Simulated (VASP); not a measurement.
Wanted: the native input for a VASP 6.6.1 run.

```yaml
Task: single point
Functional: PBE
Potentials_or_basis: VASP PAW PBE potentials, release 64 (Se)
Cutoff: 520 eV
k_mesh: 6 × 6 × 6
Occupations: fermi-dirac, width 0.1 eV
Spin: no spin polarisation
Dipole_correction: no
Further_INCAR_settings: ALGO = Normal; EDIFF = 1e-07; NBANDS = 27
```

The structure of Se lies in POSCAR:

```
Se
1.0
    5.6997450000      3.2907530000      1.4911980000
   -5.6997450000      3.2907530000      1.4911980000
    0.0000000000     -6.5814950000      1.4911980000
Se
6
Direct
    0.5845000000      0.3510000000      0.2465000000
    0.2465000000      0.5845000000      0.3510000000
    0.3510000000      0.2465000000      0.5845000000
    0.4155000000      0.6490000000      0.7535000000
    0.7535000000      0.4155000000      0.6490000000
    0.6490000000      0.7535000000      0.4155000000
```

The input as run:

INCAR

```
ALGO = Normal
EDIFF = 1E-7
ENCUT = 520
GGA = PE
ISIF = 2
ISMEAR = -1
LASPH = T
LCHARG = F
LREAL = F
LWAVE = F
NBANDS = 27
NELM = 100
PREC = Accurate
SIGMA = 0.1
```

KPOINTS

```
k-points
0
Gamma
  6 6 6
```

Potentials or basis: VASP PAW PBE potentials, release 64 (Se).

The run is started by

```console
$ cat potpaw_PBE.64/Se/POTCAR > POTCAR
$ mpirun -np 1 vasp_std > vasp.out
```

It gave:

| Property | Result |
| --- | --- |
| Pressure | 14.6 GPa |
| Largest force | 4.030 eV/Å |
| Band gap on the k mesh | 1.67 eV (least direct gap 1.80 eV) |

Caveat: the cell stands under pressure; this functional lacks dispersion, which holds the molecules together, so the pressure and a relaxed volume are unreliable; forces of over 1 eV/Å act on the atoms, so gaps and moduli don't describe the material at rest.

It took 5.9 min on 1 thread of AMD EPYC 7R43 64-Core Processor (Zen 3), with other jobs on the host, peak memory 0.36 GiB.
